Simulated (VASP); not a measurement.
**Mg8HO8 (a cell with a defect): single point with PBE**

Crystal: Mg8HO8 (a cell with a defect).

```
Mg O H
1.0
     0.00000    4.22020    4.22020
     4.22020    0.00000    4.22020
     4.22020    4.22020    0.00000
Mg O H
8 8 1
Cartesian
  -0.0122 -0.1628 -0.0091
  2.2733 2.1226 -0.0091
  2.1183 -0.0079 2.1213
  4.2603 2.0703 2.1067
  -0.0122 2.1226 2.2765
  2.1341 4.1965 2.1373
  2.1036 2.0703 4.2635
  4.2603 4.2270 4.2635
  2.1138 2.0904 2.1169
  4.2402 4.2168 2.1169
  4.2415 2.0891 4.2446
  6.3615 4.1894 4.2395
  2.1138 4.2168 4.2432
  4.2706 6.2802 4.2738
  4.2364 4.1894 6.3645
  6.3615 6.3144 6.3646
  0.5889 1.5217 0.5923
```

```json
{"Program": "VASP 6.6.1", "Task": "single point", "Functional": "PBE", "Potentials or basis": "VASP PAW PBE potentials, release 64 (Mg, O, H)", "Cutoff": "520 eV", "k mesh": "3 × 3 × 3", "Occupations": "gaussian, width 0.02 eV", "Spin": "no spin polarisation", "Dipole correction": "no", "Charge": "1", "Further INCAR settings": "LREAL = Auto; ALGO = Normal; EDIFF = 1e-07; NBANDS = 46; NELECT = 64.0"}
```

```yaml
Largest_force: 0.135 eV/Å
```

Forces in eV/Å, atoms in the order of the input:
```
Mg  -0.006 -0.026 -0.005
Mg   0.026  0.005 -0.006
Mg   0.005 -0.005  0.005
Mg   0.002 -0.003 -0.013
Mg  -0.006  0.006  0.026
Mg  -0.006  0.006 -0.006
Mg  -0.013 -0.003  0.002
Mg   0.003  0.013  0.002
O   -0.002 -0.003 -0.003
O    0.004  0.002 -0.002
O   -0.078  0.078 -0.078
O   -0.002  0.002 -0.001
O   -0.003  0.003  0.004
O    0.005 -0.005  0.004
O   -0.002  0.002  0.000
O   -0.001  0.001 -0.001
H    0.074 -0.074  0.073
```

Levels at points of the mesh, in eV from the Fermi level:
```
           k point  band 28  band 29  band 30  band 31  band 32  band 33  band 34  band 35  band 36  band 37
(0.00, 0.00, 0.00)    -0.51    -0.51    -0.17    -0.12    -0.12     4.06     6.32     7.67     7.85     7.85
```

Wall time 2.7 min on 1 thread of AMD EPYC 9R45 (Zen 5) (shared host), peak memory 0.31 GiB.

Caveat: the k points lie up to 0.43 Å⁻¹ apart; the cell carries a net charge on a neutralising background, which shifts energy and pressure; the cell is charged against a uniform background, so pressure and absolute levels hang on convention.
